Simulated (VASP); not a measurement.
Input of a VASP 6.6.1 run:

Contents of INCAR:

```
PREC = Accurate
ENCUT = 600
EDIFF = 1E-6
ISMEAR = 0
SIGMA = 0.1
LREAL = False
LASPH = True
NELM = 60
ALGO = Fast
ISIF = 3
LWAVE = False
LCHARG = False
GGA = PE
IBRION = 2
NSW = 80
EDIFFG = -0.003
```

Contents of KPOINTS:

```
regular mesh
0
Gamma
  48 48 48
```

File POSCAR:

```
Ir
1.0
    0.0000000000      1.9200000000      1.9200000000
    1.9200000000      0.0000000000      1.9200000000
    1.9200000000      1.9200000000      0.0000000000
Ir
1
Direct
    0.0000000000      0.0000000000      0.0000000000
```

Potentials or basis: VASP PAW PBE potentials, release 64 (Ir).

Run with:

```console
$ cat potpaw_PBE.64/Ir/POTCAR > POTCAR
$ mpirun -np 1 vasp_std > vasp.out
```

Q: What does it give for the space group after relaxing (to 0.1 Å)?

A: Fm-3m (No. 225).

Q: Predict the band gap on the k mesh.

A: Zero (an odd number of electrons rules out a gap without spin polarisation).

Q: Predict the relaxed volume.

A: 14.52 Å³/atom.

Final structure:
```
Ir
1.0
     0.00000    1.93628    1.93628
     1.93628    0.00000    1.93628
     1.93628    1.93628    0.00000
Ir
1
Direct
  0.00000 0.00000 0.00000
```

Caveat: spin-orbit coupling is left out, which moves the levels of the heavy elements.
